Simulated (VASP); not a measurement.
# ZnS in VASP: a series of runs

ZnS is run at these levels: PBE, r2SCAN; tasks: single point.

Everything below comes from runs of VASP 6.6.1. Logs are shortened: lines on timing, memory, paths and dates and some standing lists are left out, and cuts for length are marked.

## (1) The cell of the first run

The structure is monoclinic, space group Cm (No. 8). Conventional cell: a = 6.594 Å, b = 3.977 Å, c = 9.610 Å, α = 90.00°, β = 103.22°, γ = 90.00°. Within 3.1 Å of Zn (site symmetry m) lie 4 S at 2.36 to 2.38 Å. Zn (site symmetry m) has 4 S at 2.36 to 2.38 Å within 3.1 Å. Zn (site symmetry m) has 4 S at 2.36 to 2.38 Å within 3.1 Å. S (site symmetry m) has 4 Zn at 2.36 to 2.38 Å within 3.1 Å. Within 3.1 Å of S (site symmetry m) lie 4 Zn at 2.36 to 2.38 Å. Within 3.1 Å of S (site symmetry m) lie 4 Zn at 2.36 to 2.38 Å.

## (2) Single point, PBE (uniaxial x strain +4.5%)

Contents of INCAR:

```
PREC = Accurate
ENCUT = 520
EDIFF = 1E-6
ISMEAR = -1
SIGMA = 0.02
LREAL = False
LASPH = True
NELM = 80
ALGO = Normal
ISIF = 2
LWAVE = False
LCHARG = False
GGA = PE
NBANDS = 36
```

Contents of KPOINTS:

```
Automatic mesh
0
Gamma
  8 8 8
```

Contents of POSCAR:

```
ZnS
1.0
    1.9885491638      1.0989656313      9.3548590261
   -1.9885491638      1.0989656313      9.3548590261
    0.0000000000     -2.1979312626      9.3548590261
Zn S
3 3
Direct
    0.9961486051      0.9961486051      1.0065274351
    0.2245728515      0.2245728515      0.2164225985
    0.4426717880      0.4426717880      0.4472143411
    0.0767743523      0.0767743523      0.0974821794
    0.5359631166      0.5359631166      0.5127319880
    0.3071952865      0.3071952865      0.3029474579
```

Potentials or basis: VASP PAW PBE potentials, release 64 (Zn, S).

Started as:

```bash
> cat potpaw_PBE.64/Zn/POTCAR potpaw_PBE.64/S/POTCAR > POTCAR
> mpirun -np 1 vasp_std > vasp.out
```

OUTCAR:

```text
PREC = Accurate
   ENCUT = 520
   EDIFF = 1E-6
   ISMEAR = -1
   LREAL = False
   LASPH = True
   NELM = 80
   ISIF = 2
   GGA = PE

 ion  position               nearest neighbor table
   1  0.996  0.996  0.007-   6 2.36   4 2.36   6 2.38   6 2.38
   2  0.225  0.225  0.216-   6 2.36   5 2.36   5 2.38   5 2.38
   3  0.443  0.443  0.447-   5 2.36   4 2.36   4 2.38   4 2.38
   4  0.077  0.077  0.097-   1 2.36   3 2.36   3 2.38   3 2.38
   5  0.536  0.536  0.513-   2 2.36   3 2.36   2 2.38   2 2.38
   6  0.307  0.307  0.303-   2 2.36   1 2.36   1 2.38   1 2.38

  LATTYP: Found a base centered monoclinic cell.
 ALAT       =     6.5937937878
 B/A-ratio  =     0.6031578262
 C/A-ratio  =     1.4573694467
 COS(beta)  =    -0.2287226030

  Lattice vectors:

 A1 = (   1.9885491638,   3.2968968939,   0.0000000000)
 A2 = (  -1.9885491638,   3.2968968939,   0.0000000000)
 A3 = (   0.0000000000,  -2.1979312626,   9.3548590261)

Analysis of symmetry for initial positions (statically):
=====================================================================
 Subroutine PRICEL returns:
 Original cell was already a primitive cell.

 Routine SETGRP: Setting up the symmetry group for a
 base centered monoclinic supercell.

 Subroutine GETGRP returns: Found  2 space group operations
 (whereof  2 operations were pure point group operations)
 out of a pool of  4 trial point group operations.

The static configuration has the point symmetry C_1h.

Analysis of symmetry for dynamics (positions and initial velocities):
=====================================================================
 Subroutine PRICEL returns:
 Original cell was already a primitive cell.

 Routine SETGRP: Setting up the symmetry group for a
 base centered monoclinic supercell.

 Subroutine GETGRP returns: Found  2 space group operations
 (whereof  2 operations were pure point group operations)
 out of a pool of  4 trial point group operations.

The dynamic configuration has the point symmetry C_1h.

 Subroutine INISYM returns: Found  2 space group operations
 (whereof  2 operations are pure point group operations),
 and found     1 'primitive' translations

----------------------------------------------------------------------------------------

                                     Primitive cell

  volume of cell :     122.6617

  direct lattice vectors                    reciprocal lattice vectors
     1.988549164  1.098965631  9.354859026     0.251439597  0.151657761  0.035632107
    -1.988549164  1.098965631  9.354859026    -0.251439597  0.151657761  0.035632107
     0.000000000 -2.197931263  9.354859026     0.000000000 -0.303315521  0.035632107

  length of vectors
     9.626808434  9.626808434  9.609593604     0.295789780  0.295789780  0.305401297

  position of ions in fractional coordinates (direct lattice)
     0.996148605  0.996148605  0.006527435
     0.224572851  0.224572851  0.216422599
     0.442671788  0.442671788  0.447214341
     0.076774352  0.076774352  0.097482179
     0.535963117  0.535963117  0.512731988
     0.307195286  0.307195286  0.302947458

  ion indices of the primitive-cell ions
   primitive index   ion index
                 1           1
                 2           2
                 3           3
                 4           4
                 5           5
                 6           6

----------------------------------------------------------------------------------------

 KPOINTS: Automatic mesh

Automatic generation of k-mesh.
 Grid dimensions read from file:
 generate k-points for:    8    8    8

 Generating k-lattice:

  Cartesian coordinates                     Fractional coordinates (reciprocal lattice)
     0.031429950  0.018957220  0.004454013     0.125000000 -0.000000000  0.000000000
    -0.031429950  0.018957220  0.004454013    -0.000000000  0.125000000  0.000000000
     0.000000000 -0.037914440  0.004454013     0.000000000  0.000000000  0.125000000

  Length of vectors
     0.036973723  0.036973723  0.038175162

  Shift w.r.t. Gamma in fractional coordinates (k-lattice)
     0.000000000  0.000000000  0.000000000

 Subroutine IBZKPT returns following result:
 ===========================================

 Found    150 irreducible k-points:

 Following reciprocal coordinates:
            Coordinates               Weight
  0.000000  0.000000  0.000000      1.000000
  0.125000  0.000000  0.000000      4.000000
  0.250000  0.000000  0.000000      4.000000
  0.375000  0.000000  0.000000      4.000000
  0.500000  0.000000  0.000000      2.000000
  0.125000  0.125000  0.000000      2.000000
[... 16 lines left out ...]
  0.125000  0.000000  0.125000      4.000000
  0.250000  0.000000  0.125000      4.000000
 [... further k-points ...]
   k-points           NKPTS =    150   k-points in BZ     NKDIM =    150   number of bands    NBANDS=     36
   number of dos      NEDOS =    301   number of ions     NIONS =      6
   total plane-waves  NPLWV = 373248
   dimension x,y,z NGX =    72 NGY =   72 NGZ =   72
   dimension x,y,z NGXF=   144 NGYF=  144 NGZF=  144
   ions per type =               3   3
   NGX,Y,Z   is equivalent  to a cutoff of  12.43, 12.43, 12.46 a.u.
   NGXF,Y,Z  is equivalent  to a cutoff of  24.87, 24.87, 24.91 a.u.
 SYSTEM =  unknown system
   PREC   = accura    normal or accurate (medium, high low for compatibility)
   ISTART =      0    job   : 0-new  1-cont  2-samecut
   ICHARG =      2    charge: 1-file 2-atom 10-const
   ISPIN  =      1    spin polarized calculation?
   LNONCOLLINEAR =      F non collinear calculations
   LSORBIT =      F    spin-orbit coupling
   LASPH  =      T    aspherical Exc in radial PAW
   ENCUT  =  520.0 eV  38.22 Ry    6.18 a.u.  17.90 17.90 17.87*2*pi/ulx,y,z
   NELM   =     80;   NELMIN=  2; NELMDL= -5     # of ELM steps
   EDIFF  = 0.1E-05   stopping-criterion for ELM
   LREAL  =      F    real-space projection
   EDIFFG = 0.1E-04   stopping-criterion for IOM
   NSW    =      0    number of steps for IOM
   IBRION =     -1    ionic relax: 0-MD 1-quasi-New 2-CG
   NFREE  =      0    steps in history (QN), initial steepest desc. (CG)
   ISIF   =      2    stress and relaxation
   ISYM   =      2    0-nonsym 1-usesym 2-fastsym
   POTIM  = 0.5000    time-step for ionic-motion
   TEBEG  =    0.0;   TEEND  =   0.0 temperature during run
   PSTRESS=    0.0 pullay stress
   NELECT =      54.0000    total number of electrons
   NUPDOWN=      -1.0000    fix difference up-down
   EMIN   =  10.00;   EMAX   =-10.00  energy-range for DOS
   EFERMI =   0.00;   METHOD = LEGACY
   ISMEAR =    -1;   SIGMA  =   0.02  broadening in eV -4-tet -1-fermi 0-gaus
   EFERMI_NEDOS =   21; number of points for ismear=-14 and -15
   IALGO  =     38    algorithm
   IMIX   =      4    mixing-type and parameters
     AMIX     =   0.40;   BMIX     =  1.00
     AMIX_MAG =   1.60;   BMIX_MAG =  1.00
  volume/ion in A,a.u.               =      20.44       137.96
  Fermi-wavevector in a.u.,A,eV,Ry     =   1.245383  2.353434 21.102365  1.550980
  Thomas-Fermi vector in A             =   2.379608
   LORBIT       =      0    0 simple, 1 ext, 2 COOP (PROOUT), +10 PAW based schemes
   GGA     = PE    functional components
   LHFCALC =     F    Hartree Fock is set to
   AEXX    =    0.0000 exact exchange contribution
   IVDW    =     0    specifies the selected vdW correction
   LEPSILON=     F    determine dielectric tensor
   LRPA    =     F    only Hartree local field effects (RPA)
 non-spin polarized calculation
  energy-cutoff  :      520.00
  volume of cell :      122.66
 maximum number of plane-waves:      3326
   NGX = 35   NGY = 35   NGZ = 35

 number of electron      53.9999987 magnetization

 Free energy of the ion-electron system (eV)
  ---------------------------------------------------
  ext. energy  EPLUGINS =         0.00000000
  ---------------------------------------------------
  free energy    TOTEN  =       -20.51032186 eV

  energy without entropy =      -20.51032186  energy(sigma->0) =      -20.51032186

 E-fermi :   2.2499     XC(G=0):  -9.4597

 val. band max:        1.8384863457   @ k =   0.0000   0.0000   0.0000
 cond. band min:       3.7881119212   @ k =   0.0000   0.0000   0.0000
 fundamental gap:      1.9496255756
 Fermi energy:         2.2498524865

 k-point     1 :       0.0000    0.0000    0.0000
  band No.  band energies     occupation
      1     -11.1184      2.00000
      2     -10.4751      2.00000
      3     -10.4662      2.00000
      4      -4.4130      2.00000
      5      -4.4069      2.00000
      6      -4.3992      2.00000
[... 28 lines left out ...]
     35       8.8216      0.00000
     36       8.9600      0.00000

 k-point     2 :       0.1250    0.0000    0.0000
  band No.  band energies     occupation
      1     -11.0232      2.00000
      2     -10.4416      2.00000
      3     -10.3740      2.00000
      4      -4.4164      2.00000
      5      -4.3891      2.00000
      6      -4.3830      2.00000
[... 28 lines left out ...]
     35       8.7400      0.00000
     36       9.1525      0.00000

 k-point     3 :       0.2500    0.0000    0.0000
  band No.  band energies     occupation
      1     -10.7690      2.00000
      2     -10.3042      2.00000
      3     -10.2033      2.00000
      4      -4.4140      2.00000
      5      -4.3745      2.00000
      6      -4.3467      2.00000
[... 28 lines left out ...]
     35       9.0562      0.00000
     36       9.5324      0.00000

 k-point     4 :       0.3750    0.0000    0.0000
  band No.  band energies     occupation
      1     -10.4577      2.00000
      2     -10.1404      2.00000
      3     -10.0679      2.00000
      4      -4.4020      2.00000
      5      -4.3688      2.00000
      6      -4.3156      2.00000
[... 28 lines left out ...]
     35       9.7234      0.00000
     36      10.2975      0.00000

 k-point     5 :       0.5000    0.0000    0.0000
  band No.  band energies     occupation
      1     -10.2887      2.00000
      2     -10.0555      2.00000
      3     -10.0524      2.00000
      4      -4.3982      2.00000
      5      -4.3656      2.00000
      6      -4.3037      2.00000
[... 655 lines left out ...]
 k-point    22 :       0.0000    0.0000    0.1250
  band No.  band energies     occupation
      1     -11.0162      2.00000
      2     -10.4370      2.00000
      3     -10.3656      2.00000
      4      -4.4057      2.00000
      5      -4.3931      2.00000
      6      -4.3864      2.00000
[... 28 lines left out ...]
     35       8.8009      0.00000
     36       8.9481      0.00000

 k-point    23 :       0.1250    0.0000    0.1250
  band No.  band energies     occupation
      1     -11.0187      2.00000
      2     -10.4804      2.00000
      3     -10.3394      2.00000
      4      -4.4181      2.00000
      5      -4.3877      2.00000
      6      -4.3814      2.00000
[... 28 lines left out ...]
     35       8.8207      0.00000
     36       9.0558      0.00000

 k-point    24 :       0.2500    0.0000    0.1250
  band No.  band energies     occupation
      1     -10.8454      2.00000
      2     -10.3985      2.00000
      3     -10.2175      2.00000
      4      -4.4004      2.00000
      5      -4.3805      2.00000
      6      -4.3546      2.00000
[... 28 lines left out ...]
     35       8.9977      0.00000
     36       9.1802      0.00000

 [... further k-points ...]

------------------------ aborting loop because EDIFF is reached ----------------------------------------

  FORCE on cell =-STRESS in cart. coord.  units (eV):
  Direction    XX          YY          ZZ          XY          YZ          ZX
  --------------------------------------------------------------------------------------
  -------------------------------------------------------------------------------------
  Total       -2.1270719     -0.0099612      0.4238330      0.0000000     -0.1342174      0.0000000
  in kB      -27.7832985     -0.1301102      5.5360039      0.0000000     -1.7531152      0.0000000
  external PRESSURE =      -7.4591349 kB  Pullay stress =       0.0000000 kB

 VOLUME and BASIS-vectors are now :
 -----------------------------------------------------------------------------
  energy-cutoff  :      520.00
  volume of cell :      122.66
      direct lattice vectors                 reciprocal lattice vectors
     1.988549164  1.098965631  9.354859026     0.251439597  0.151657761  0.035632107
    -1.988549164  1.098965631  9.354859026    -0.251439597  0.151657761  0.035632107
     0.000000000 -2.197931263  9.354859026     0.000000000 -0.303315521  0.035632107

 POSITION                                       TOTAL-FORCE (eV/Angst)
 -----------------------------------------------------------------------------------
      0.00000      2.17512     18.69872         0.000000     -0.006689     -0.008570
      0.00000      0.01791      6.22630         0.000000     -0.006773     -0.004048
      0.00000     -0.00998     12.46589         0.000000      0.004023     -0.007296
      0.00000     -0.04551      2.34836         0.000000     -0.008754      0.007322
      0.00000      0.05106     14.82425         0.000000      0.009636      0.006209
      0.00000      0.00934      8.58157         0.000000      0.008557      0.006383
 -----------------------------------------------------------------------------------
    total drift:                               -0.000000     -0.000185     -0.004112

  FREE ENERGIE OF THE ION-ELECTRON SYSTEM (eV)
  ---------------------------------------------------
  free  energy   TOTEN  =       -20.5103218644 eV

  energy  without entropy=      -20.5103218644  energy(sigma->0) =      -20.51032186
```

Wall time 36 min (1 thread of Intel Xeon Platinum 8488C (Sapphire Rapids), shared host); peak memory 1 GiB.

What came out:

```
Free energy            : -20.5103 eV
Pressure               : -0.7 GPa
Largest force          : 0.011 eV/Å
Band gap on the k mesh : 1.95 eV
```

Forces in eV/Å, atoms in the order of the input:
```
Zn   0.000 -0.007 -0.009
Zn   0.000 -0.007 -0.004
Zn   0.000  0.004 -0.007
S    0.000 -0.009  0.007
S    0.000  0.010  0.006
S    0.000  0.009  0.006
```

Stress tensor (GPa, compression positive):
```
-2.78  0.00  0.00
 0.00 -0.01 -0.18
 0.00 -0.18  0.55
```

Caveat: the cell differs from its parent crystal (uniaxial x strain +4.5%). A k mesh can miss the band edges.

## (3) Single point, PBE (strain -0.9%)

Contents of INCAR:

```
SYSTEM = ZnS
PREC = Accurate
ENCUT = 520
EDIFF = 1E-6
ISMEAR = -1
SIGMA = 0.02
LREAL = .False.
LASPH = .True.
NELM = 80
ALGO = Normal
ISIF = 2
LWAVE = .False.
LCHARG = .True.
GGA = PE
LELF = .True.
LVHAR = .True.
NBANDS = 36
```

Contents of KPOINTS:

```
regular mesh
0
Gamma
  8 8 8
  0 0 0
```

Contents of POSCAR:

```
ZnS
1.0
    1.8872848626      1.0896244234      9.2753427243
   -1.8872848626      1.0896244234      9.2753427243
    0.0000000000     -2.1792488469      9.2753427243
Zn S
3 3
Direct
    0.9999875142      0.9999875142      0.9999875142
    0.2222958704      0.2222958704      0.2222958704
    0.4445845393      0.4445845393      0.4445845393
    0.0832499912      0.0832499912      0.0832499912
    0.5278179663      0.5278179663      0.5278179663
    0.3053901186      0.3053901186      0.3053901186
```

Potentials or basis: VASP PAW PBE potentials, release 64 (Zn, S).

Started as:

```bash
> cat potpaw_PBE.64/Zn/POTCAR potpaw_PBE.64/S/POTCAR > POTCAR
> mpirun -np 1 vasp_std > vasp.out
```

Run time: 14 min. Hardware: 1 thread of Intel Xeon 6975P-C (Granite Rapids), shared host; peak memory 0.8 GiB.

Results (log left out):

- Free energy: -20.4520 eV
- Pressure: 4.6 GPa
- Band gap on the k mesh: 2.31 eV

Stress tensor (GPa, compression positive):
```
4.55 0.00 0.00
0.00 4.55 0.00
0.00 0.00 4.64
```

Levels at points of the mesh, in eV from the valence-band top:
| k point | band 23 | band 24 | band 25 | band 26 | band 27 | band 28 | band 29 | band 30 | band 31 | band 32 |
| --- | --- | --- | --- | --- | --- | --- | --- | --- | --- | --- |
| (0.00, 0.00, 0.00) | -0.72 | -0.72 | -0.06 | 0.00 | 0.00 | 2.31 | 3.38 | 3.54 | 6.30 | 6.30 |
| (0.50, 0.00, 0.00) | -2.25 | -2.03 | -2.02 | -1.36 | -0.92 | 3.33 | 3.90 | 4.07 | 4.89 | 5.28 |
| (0.50, 0.50, 0.00) | -2.35 | -1.96 | -1.33 | -1.33 | -1.32 | 3.34 | 3.62 | 4.31 | 4.97 | 5.80 |
| (0.50, 0.50, 0.50) | -0.93 | -0.26 | -0.26 | -0.25 | -0.25 | 3.22 | 3.40 | 3.55 | 6.28 | 6.36 |

Caveat: the cell differs from its parent crystal (strain -0.9%); the cell stands under pressure.

[end of part 1 of 2]
